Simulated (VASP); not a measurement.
Runs of VASP 6.6.1 on YAlCu. The structure is that of space group P-62m (No. 189), or close to it. The cells are those of the table. 

```tsv
cell	gap on the mesh (eV)	pressure (GPa)	largest force (eV/Å)
a = 6.827, b = 6.827, c = 3.895 Å, angles 90.0, 90.0, 120.0°, 9 atoms	none	(a)	0.29
a = 7.020, b = 7.020, c = 4.004 Å, angles 90.0, 90.0, 120.0°, 9 atoms	none	(b)	0.13
a = 7.142, b = 7.142, c = 4.074 Å, angles 90.0, 90.0, 120.0°, 9 atoms	none	-8.3	0.05
a = 7.202, b = 7.202, c = 4.109 Å, angles 90.0, 90.0, 120.0°, 9 atoms	none	-9.7	0.05
a = 6.893, b = 6.893, c = 3.932 Å, angles 90.0, 90.0, 120.0°, 9 atoms	none	0.1	0.23
a = 6.957, b = 6.957, c = 3.969 Å, angles 90.0, 90.0, 120.0°, 9 atoms	none	-2.4	0.18
a = 7.082, b = 7.082, c = 4.040 Å, angles 90.0, 90.0, 120.0°, 9 atoms	none	-6.6	0.09
```

Alike in all rows: task single point; level LDA; potentials or basis VASP PAW LDA potentials, release 64 (Y_sv, Al, Cu); no spin polarisation; k mesh 5 × 5 × 7; cutoff (eV) 520; smearing fermi-dirac 0.05 eV.

**Question.** Fill in the values left out.

**Answer.** (a) 3.0; (b) -4.7.

Caveats: the cell stands under tension (at least some runs).

A k mesh can miss the band edges, and the runs leave out spin-orbit coupling on Y.

A gap of «none» marks levels without a gap at the run's occupations.
